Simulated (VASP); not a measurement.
A run of VASP 6.6.1 is set up as follows.

Contents of INCAR:

```
SYSTEM = SnO2
ALGO     = Normal         ! electronic algorithm
EDIFF    = 1E-6           ! SCF threshold, eV
EDIFFG   = -0.04          ! ionic threshold
ENCUT    = 600            ! plane-wave cutoff, eV
GGA      = PE             ! functional
IBRION   = 2              ! ionic algorithm
ISIF     = 3              ! what is computed and relaxed
ISMEAR   = 0              ! smearing method
LASPH    = .True.         ! aspherical terms in the spheres
LCHARG   = .False.        ! write CHGCAR
LREAL    = Auto         
LWAVE    = .False.        ! write WAVECAR
NELM     = 60             ! most SCF steps
NSW      = 90             ! ionic steps
PREC     = Accurate       ! precision mode
SIGMA    = 0.1            ! smearing width, eV
```

Contents of KPOINTS:

```
k-points
0
Gamma
  4 4 4
  0 0 0
```

The input POSCAR:

```
SnO2
1.0
   -5.0691028528      5.0691028528      5.0691028528
    5.0691028528     -5.0691028528      5.0691028528
    5.0691028528      5.0691028528     -5.0691028528
Sn O
6 12
Direct
    0.7500000000      0.2500000000      0.5000000000
    0.2500000000      0.7500000000      0.5000000000
    0.5000000000      0.2500000000      0.7500000000
    0.7500000000      0.5000000000      0.2500000000
    0.5000000000      0.7500000000      0.2500000000
    0.2500000000      0.5000000000      0.7500000000
    0.7173776494      0.2825619180      0.7173776494
    0.7174380820      0.4348157313      0.4348157313
    0.5651842687      0.0000000000      0.2826223506
    0.0000000000      0.2826223506      0.5651842687
    0.2826223506      0.0000000000      0.5651842687
    0.0000000000      0.5651842687      0.2826223506
    0.4348157313      0.7174380820      0.4348157313
    0.2825619180      0.7173776494      0.7173776494
    0.5651842687      0.2826223506      0.0000000000
    0.4348157313      0.4348157313      0.7174380820
    0.7173776494      0.7173776494      0.2825619180
    0.2826223506      0.5651842687      0.0000000000
```

Potentials or basis: VASP PAW PBE potentials, release 64 (Sn_d, O).

The run is started by

```sh
$ cat potpaw_PBE.64/Sn_d/POTCAR potpaw_PBE.64/O/POTCAR > POTCAR
$ mpirun -np 1 vasp_std > vasp.out
```

Problem. Predict the band gap on the k mesh.

Solution. 2.33 eV (least direct gap 2.36 eV).

Final structure:
```yaml
crystal:
  lattice:
    - [-5.06910, 5.06910, 5.06910]
    - [5.06910, -5.06910, 5.06910]
    - [5.06910, 5.06910, -5.06910]
  atoms:
    - { symbol: Sn, position: [0.75000, 0.25000, 0.50000] }
    - { symbol: Sn, position: [0.25000, 0.75000, 0.50000] }
    - { symbol: Sn, position: [0.50000, 0.25000, 0.75000] }
    - { symbol: Sn, position: [0.75000, 0.50000, 0.25000] }
    - { symbol: Sn, position: [0.50000, 0.75000, 0.25000] }
    - { symbol: Sn, position: [0.25000, 0.50000, 0.75000] }
    - { symbol: O, position: [0.71738, 0.28256, 0.71738] }
    - { symbol: O, position: [0.71744, 0.43482, 0.43482] }
    - { symbol: O, position: [0.56518, 0.00000, 0.28262] }
    - { symbol: O, position: [0.00000, 0.28262, 0.56518] }
    - { symbol: O, position: [0.28262, 0.00000, 0.56518] }
    - { symbol: O, position: [0.00000, 0.56518, 0.28262] }
    - { symbol: O, position: [0.43482, 0.71744, 0.43482] }
    - { symbol: O, position: [0.28256, 0.71738, 0.71738] }
    - { symbol: O, position: [0.56518, 0.28262, 0.00000] }
    - { symbol: O, position: [0.43482, 0.43482, 0.71744] }
    - { symbol: O, position: [0.71738, 0.71738, 0.28256] }
    - { symbol: O, position: [0.28262, 0.56518, 0.00000] }
```

Caveat: the relaxation stopped at its first step, so nothing moved; spin-orbit coupling is left out, which moves the levels of the heavy elements. A k mesh can miss the band edges.
